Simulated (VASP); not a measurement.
**Ta3N: single point with PBEsol+U**

Crystal: Ta3N.

```
Ta N
1.0
     2.99528    0.00000    0.00000
    -1.49764    2.59399    0.00000
     0.00000    0.00000    7.60817
Ta N
3 1
Direct
  0.66667 0.33333 0.82600
  0.33333 0.66667 0.17400
  0.00000 0.00000 0.50000
  0.00000 0.00000 0.00000
```

```yaml
Program: VASP 6.6.1
Task: single point
Functional: PBEsol
Potentials_or_basis: VASP PAW PBE potentials, release 64 (Ta_sv_GW, N)
Cutoff: 600 eV
k_mesh: 10 × 10 × 4
Occupations: fermi-dirac, width 0.05 eV
Spin: no spin polarisation
Hubbard_terms: Ta d U = 5.0 eV
```

```yaml
Pressure: 11.6 GPa
Largest_force: 0.478 eV/Å
Band_gap_on_the_k_mesh: zero (band 22 reaches 12.14 eV, above the bottom of band 23 at 11.62 eV)
```

Forces on the atoms (eV/Å):
```
Ta   0.000  0.000 -0.478
Ta   0.000  0.000  0.478
Ta   0.000  0.000  0.000
N    0.000  0.000  0.000
```

Stress tensor (GPa, compression positive):
```
12.20  0.00  0.00
 0.00 12.20  0.00
 0.00  0.00 10.35
```

Levels at points of the mesh, in eV from the Fermi level:
| k point | band 19 | band 20 | band 21 | band 22 | band 23 | band 24 | band 25 | band 26 |
| --- | --- | --- | --- | --- | --- | --- | --- | --- |
| (0.00, 0.00, 0.00) | -2.05 | -0.52 | -0.22 | -0.22 | 0.58 | 0.58 | 0.74 | 2.03 |
| (0.50, 0.00, 0.00) | -3.23 | -1.51 | -0.64 | -0.11 | 0.55 | 1.14 | 3.87 | 4.13 |
| (0.00, 0.00, 0.50) | -1.62 | -1.37 | -0.06 | -0.06 | 0.79 | 0.79 | 1.03 | 1.60 |
| (0.50, 0.00, 0.50) | -3.00 | -1.67 | -1.41 | -0.17 | 0.73 | 1.67 | 2.77 | 4.74 |

Eigenvalues of the final occupation matrices:
```csv
site,spin,trace,eigenvalues
site 1 d,1,1.09,0.20 0.20 0.22 0.22 0.25
site 1 d,2,1.09,0.20 0.20 0.22 0.22 0.25
site 2 d,1,1.09,0.20 0.20 0.22 0.22 0.25
site 2 d,2,1.09,0.20 0.20 0.22 0.22 0.25
site 3 d,1,1.01,0.13 0.13 0.23 0.23 0.28
site 3 d,2,1.01,0.13 0.13 0.23 0.23 0.28
```

It took 52 s on 1 thread of Intel(R) Xeon(R) 6975P-C (Granite Rapids), with other jobs on the host, peak memory 0.25 GiB.

Caveat: the PAW data sets were made with another functional, which shifts forces and pressure a little; spin-orbit coupling is left out, which moves the levels of the heavy elements; U without spin polarisation on a metal has little footing.
